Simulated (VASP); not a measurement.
# LiF in VASP: further runs, part 2 of 2

VASP 6.6.1.

## 4. Electric field gradients, LDA (zz strain of -2 %)

Input file INCAR:

```
PREC = Accurate ; ENCUT = 520
EDIFF = 1E-8 ; ISMEAR = -1
SIGMA = 0.03 ; LREAL = False
LASPH = True ; NELM = 60
ALGO = Normal ; ISIF = 2
LWAVE = False ; LCHARG = False
LEFG = True ; NBANDS = 12
```

Input file KPOINTS:

```
Automatic mesh
0
Gamma
  10 10 10
```

Input file POSCAR:

```
LiF
1.0
    0.0000000000      2.0140000000      1.9737200000
    2.0140000000      0.0000000000      1.9737200000
    2.0140000000      2.0140000000      0.0000000000
Li F
1 1
Direct
    0.0000000000      0.0000000000      0.0000000000
    0.5000000000      0.5000000000      0.5000000000
```

Potentials or basis: VASP PAW LDA potentials, release 64 (Li_sv, F).

Run with:

```console
cat potpaw_LDA.64/Li_sv/POTCAR potpaw_LDA.64/F/POTCAR > POTCAR
mpirun -np 1 vasp_std > vasp.out
```

OUTCAR:

```text
PREC = Accurate
   ENCUT = 520
   EDIFF = 1E-8
   ISMEAR = -1
   LREAL = False
   LASPH = True
   NELM = 60
   ISIF = 2

 ion  position               nearest neighbor table
   1  0.000  0.000  0.000-   2 1.97   2 1.97   2 2.01   2 2.01   2 2.01   2 2.01
   2  0.500  0.500  0.500-   1 1.97   1 1.97   1 2.01   1 2.01   1 2.01   1 2.01

  LATTYP: Found a body centered tetragonal cell.
 ALAT       =     2.8482261146
 C/A-ratio  =     1.3859292911

  Lattice vectors:

 A1 = (   0.0000000000,  -2.0140000000,  -1.9737200000)
 A2 = (   0.0000000000,   2.0140000000,  -1.9737200000)
 A3 = (   2.0140000000,   0.0000000000,   1.9737200000)

Analysis of symmetry for initial positions (statically):
[... 574 lines left out ...]
  energy  without entropy=      -10.4823557463  energy(sigma->0) =      -10.48235575

 Electric field gradients (V/A^2)
---------------------------------------------------------------------
 ion       V_xx      V_yy      V_zz      V_xy      V_xz      V_yz
---------------------------------------------------------------------
   1       0.044     0.044    -0.087    -0.000    -0.000    -0.000
   2       0.478     0.478    -0.957     0.000     0.001     0.001
---------------------------------------------------------------------

 Electric field gradients after diagonalization (V/A^2)
 (convention: |V_zz| > |V_xx| > |V_yy|)
----------------------------------------------------------------------
 ion       V_xx      V_yy      V_zz     asymmetry (V_yy - V_xx)/ V_zz
----------------------------------------------------------------------
   1       0.044     0.043    -0.087       0.009
   2       0.479     0.478    -0.957       0.001
----------------------------------------------------------------------

           NMR quadrupolar parameters

 Cq : quadrupolar parameter    Cq=e*Q*V_zz/h
 eta: asymmetry parameters     (V_yy - V_xx)/ V_zz
 Q  : nuclear electric quadrupole moment in mb (millibarn)
----------------------------------------------------------------------
 ion       Cq(MHz)       eta       Q (mb)
----------------------------------------------------------------------
   1      -0.000       0.009       1.000
   2      -0.002       0.001       1.000
----------------------------------------------------------------------
```

Run time: 7 s. Hardware: 1 thread of Intel Xeon 6975P-C (Granite Rapids), shared host; peak memory 0.13 GiB.

Results:

| Quantity | Value |
| --- | --- |
| Free energy | -10.4824 eV |
| Band gap on the k mesh | 9.00 eV, direct |

Electric field gradients, principal values (V/Å²):
```
atom  least  middle  greatest (by size)
1 Li  0.043   0.044              -0.087
 2 F  0.478   0.479              -0.957
```

Caveat: the cell differs from its parent crystal (zz strain of -2 %); without QUAD_EFG the Cq values of the log hold for a quadrupole moment of 1 mb, not for the nuclei.

## 5. Electric field gradients, LDA (equal xx and yy strain of -2 %)

Input file INCAR:

```
ALGO = Normal
EDIFF = 1E-8
ENCUT = 520
ISIF = 2
ISMEAR = -1
LASPH = True
LCHARG = False
LEFG = True
LREAL = False
LWAVE = False
NBANDS = 12
NELM = 100
PREC = Accurate
SIGMA = 0.03
```

Input file KPOINTS:

```
k-points
0
Gamma
  10 10 10
```

Input file POSCAR:

```
LiF
1.0
    0.0000000000      1.9737200000      2.0140000000
    1.9737200000      0.0000000000      2.0140000000
    1.9737200000      1.9737200000      0.0000000000
Li F
1 1
Direct
    0.0000000000      0.0000000000      0.0000000000
    0.5000000000      0.5000000000      0.5000000000
```

Potentials or basis: VASP PAW LDA potentials, release 64 (Li_sv, F).

Run with:

```console
cat potpaw_LDA.64/Li_sv/POTCAR potpaw_LDA.64/F/POTCAR > POTCAR
mpirun -np 1 vasp_std > vasp.out
```

OUTCAR:

```text
EDIFF = 1E-8
   ENCUT = 520
   ISIF = 2
   ISMEAR = -1
   LASPH = True
   LREAL = False
   NELM = 100
   PREC = Accurate

 ion  position               nearest neighbor table
   1  0.000  0.000  0.000-   2 1.97   2 1.97   2 1.97   2 1.97   2 2.01   2 2.01
   2  0.500  0.500  0.500-   1 1.97   1 1.97   1 1.97   1 1.97   1 2.01   1 2.01

  LATTYP: Found a body centered tetragonal cell.
 ALAT       =     2.7912615923
 C/A-ratio  =     1.4430750636

  Lattice vectors:

 A1 = (  -1.9737200000,   0.0000000000,   2.0140000000)
 A2 = (   1.9737200000,   0.0000000000,   2.0140000000)
 A3 = (   0.0000000000,   1.9737200000,  -2.0140000000)

[... 573 lines left out ...]
  free  energy   TOTEN  =       -10.4909394007 eV

  energy  without entropy=      -10.4909394007  energy(sigma->0) =      -10.49093940

 Electric field gradients (V/A^2)
---------------------------------------------------------------------
 ion       V_xx      V_yy      V_zz      V_xy      V_xz      V_yz
---------------------------------------------------------------------
   1      -0.042    -0.042     0.084     0.001    -0.000    -0.000
   2      -0.518    -0.518     1.036     0.003     0.001     0.001
---------------------------------------------------------------------

 Electric field gradients after diagonalization (V/A^2)
 (convention: |V_zz| > |V_xx| > |V_yy|)
----------------------------------------------------------------------
 ion       V_xx      V_yy      V_zz     asymmetry (V_yy - V_xx)/ V_zz
----------------------------------------------------------------------
   1      -0.043    -0.041     0.084       0.015
   2      -0.520    -0.515     1.036       0.005
----------------------------------------------------------------------

           NMR quadrupolar parameters

 Cq : quadrupolar parameter    Cq=e*Q*V_zz/h
 eta: asymmetry parameters     (V_yy - V_xx)/ V_zz
 Q  : nuclear electric quadrupole moment in mb (millibarn)
----------------------------------------------------------------------
 ion       Cq(MHz)       eta       Q (mb)
----------------------------------------------------------------------
   1       0.000       0.015       1.000
   2       0.003       0.005       1.000
----------------------------------------------------------------------
```

stdout:

```text
POSCAR found type information on POSCAR LiF
 POSCAR found :  2 types and       2 ions
 scaLAPACK will be used
 LDA part: xc-table for (Slater(with rela. corr.)+CA(PZ))
 , standard interpolation
 POSCAR, INCAR and KPOINTS ok, starting setup
 FFT: planning ... GRIDC
 FFT: planning ... GRID_SOFT
 FFT: planning ... GRID
 WAVECAR not read
 entering main loop
ion   1

ion   2
```

Wall time 6.3 s (1 thread of Intel Xeon 6975P-C (Granite Rapids), shared host); peak memory 0.12 GiB.

Results:

- Free energy: -10.4909 eV
- Band gap on the k mesh: 9.17 eV, direct

Electric field gradients, principal values (V/Å²):
| atom | least | middle | greatest (by size) |
| --- | --- | --- | --- |
| 1 Li | -0.041 | -0.043 | 0.084 |
| 2 F | -0.515 | -0.520 | 1.036 |

Caveat: the cell differs from its parent crystal (equal xx and yy strain of -2 %); without QUAD_EFG the Cq values of the log hold for a quadrupole moment of 1 mb, not for the nuclei. A k mesh can miss the band edges.

## 6. Electric field gradients, LDA (equal xx and yy strain of -2 %)

Input file INCAR:

```
ALGO = Normal
EDIFF = 1E-8
ENCUT = 520
GGA = CA
ISIF = 2
ISMEAR = -1
LASPH = T
LCHARG = F
LEFG = T
LREAL = F
LWAVE = F
NBANDS = 12
NELM = 60
PREC = Accurate
SIGMA = 0.03
```

KPOINTS is that of step 5.

POSCAR is that of step 5.

Potentials or basis: VASP PAW LDA potentials, release 64 (Li_sv, F).

Run with:

```console
cat potpaw_LDA.64/Li_sv/POTCAR potpaw_LDA.64/F/POTCAR > POTCAR
mpirun -np 1 vasp_std > vasp.out
```

OUTCAR:

```text
EDIFF = 1E-8
   ENCUT = 520
   GGA = CA
   ISIF = 2
   ISMEAR = -1
   LASPH = T
   LREAL = F
   NELM = 60
   PREC = Accurate

 ion  position               nearest neighbor table
   1  0.000  0.000  0.000-   2 1.97   2 1.97   2 1.97   2 1.97   2 2.01   2 2.01
   2  0.500  0.500  0.500-   1 1.97   1 1.97   1 1.97   1 1.97   1 2.01   1 2.01

  LATTYP: Found a body centered tetragonal cell.
 ALAT       =     2.7912615923
 C/A-ratio  =     1.4430750636

  Lattice vectors:

 A1 = (  -1.9737200000,   0.0000000000,   2.0140000000)
 A2 = (   1.9737200000,   0.0000000000,   2.0140000000)
 A3 = (   0.0000000000,   1.9737200000,  -2.0140000000)

Analysis of symmetry for initial positions (statically):
=====================================================================
 Subroutine PRICEL returns:
 Original cell was already a primitive cell.

[... 552 lines left out ...]
  energy-cutoff  :      520.00
  volume of cell :       15.69
      direct lattice vectors                 reciprocal lattice vectors
     0.000000000  1.973720000  2.014000000    -0.253328740  0.253328740  0.248262165
     1.973720000  0.000000000  2.014000000     0.253328740 -0.253328740  0.248262165
     1.973720000  1.973720000  0.000000000     0.253328740  0.253328740 -0.248262165

 POSITION                                       TOTAL-FORCE (eV/Angst)
 -----------------------------------------------------------------------------------
      0.00000      0.00000      0.00000         0.000000      0.000000     -0.000000
      1.97372      1.97372      2.01400        -0.000000      0.000000      0.000000
 -----------------------------------------------------------------------------------
    total drift:                               -0.000000     -0.000000      0.000000

  FREE ENERGIE OF THE ION-ELECTRON SYSTEM (eV)
  ---------------------------------------------------
  free  energy   TOTEN  =       -10.4909394007 eV

  energy  without entropy=      -10.4909394007  energy(sigma->0) =      -10.49093940

 Electric field gradients (V/A^2)
---------------------------------------------------------------------
 ion       V_xx      V_yy      V_zz      V_xy      V_xz      V_yz
---------------------------------------------------------------------
   1      -0.042    -0.042     0.084     0.001    -0.000    -0.000
   2      -0.518    -0.518     1.036     0.003     0.001     0.001
---------------------------------------------------------------------

 Electric field gradients after diagonalization (V/A^2)
 (convention: |V_zz| > |V_xx| > |V_yy|)
----------------------------------------------------------------------
 ion       V_xx      V_yy      V_zz     asymmetry (V_yy - V_xx)/ V_zz
----------------------------------------------------------------------
   1      -0.043    -0.041     0.084       0.015
   2      -0.520    -0.515     1.036       0.005
----------------------------------------------------------------------

           NMR quadrupolar parameters

 Cq : quadrupolar parameter    Cq=e*Q*V_zz/h
 eta: asymmetry parameters     (V_yy - V_xx)/ V_zz
 Q  : nuclear electric quadrupole moment in mb (millibarn)
----------------------------------------------------------------------
 ion       Cq(MHz)       eta       Q (mb)
----------------------------------------------------------------------
   1       0.000       0.015       1.000
   2       0.003       0.005       1.000
----------------------------------------------------------------------
```

OSZICAR:

```text
N       E                     dE             d eps       ncg     rms          rms(c)
DAV:   1     0.290827872407E+02    0.29083E+02   -0.54694E+03  2544   0.855E+02
DAV:   2    -0.998020639494E+01   -0.39063E+02   -0.38229E+02  2956   0.186E+02
DAV:   3    -0.109718396891E+02   -0.99163E+00   -0.98773E+00  3228   0.260E+01
DAV:   4    -0.109834713450E+02   -0.11632E-01   -0.11631E-01  2772   0.290E+00
DAV:   5    -0.109835845298E+02   -0.11318E-03   -0.11318E-03  3168   0.219E-01    0.423E+00
DAV:   6    -0.105071288120E+02    0.47646E+00   -0.22363E+00  2752   0.917E+00    0.132E+00
DAV:   7    -0.104963450994E+02    0.10784E-01   -0.15650E-02  3268   0.106E+00    0.786E-01
DAV:   8    -0.104909529188E+02    0.53922E-02   -0.88190E-03  3404   0.996E-01    0.970E-02
DAV:   9    -0.104909257412E+02    0.27178E-04   -0.70204E-04  2760   0.240E-01    0.369E-02
DAV:  10    -0.104909399901E+02   -0.14249E-04   -0.27927E-05  2880   0.384E-02    0.784E-03
DAV:  11    -0.104909394146E+02    0.57549E-06   -0.16498E-06  3076   0.135E-02    0.117E-03
DAV:  12    -0.104909394093E+02    0.52249E-08   -0.26536E-07  3320   0.371E-03    0.714E-04
DAV:  13    -0.104909394007E+02    0.86789E-08   -0.26381E-08  2472   0.138E-03
   1 F= -.10490939E+02 E0= -.10490939E+02  d E =-.115333E-11
```

Run time: 6.2 s. Hardware: 1 thread of Intel Xeon 6975P-C (Granite Rapids), shared host; peak memory 0.12 GiB.

What came out:

```
Free energy            : -10.4909 eV
Band gap on the k mesh : 9.17 eV, direct
```

Electric field gradients, principal values (V/Å²):
| atom | least | middle | greatest (by size) |
| --- | --- | --- | --- |
| 1 Li | -0.041 | -0.043 | 0.084 |
| 2 F | -0.515 | -0.520 | 1.036 |

Caveat: the cell differs from its parent crystal (equal xx and yy strain of -2 %); without QUAD_EFG the Cq values of the log hold for a quadrupole moment of 1 mb, not for the nuclei.

## 7. The runs side by side

| cell | gap on the mesh (eV) |
| --- | --- |
| a = 2.863 Å, angles 59.3°, 2 atoms | 8.81 |
| a = 2.820, b = 2.820, c = 2.848 Å, angles 59.7, 59.7, 60.7°, 2 atoms | 9.00 |
| a = 2.820, b = 2.820, c = 2.791 Å, angles 60.3, 60.3, 59.3°, 2 atoms | 9.17 |

Alike in all rows: task electric field gradients; level LDA; potentials or basis VASP PAW LDA potentials, release 64 (Li_sv, F); no spin polarisation; k mesh 10 × 10 × 10; cutoff (eV) 520; smearing fermi-dirac 0.03 eV.

Absolute energies hang on the potentials; compare differences alone.
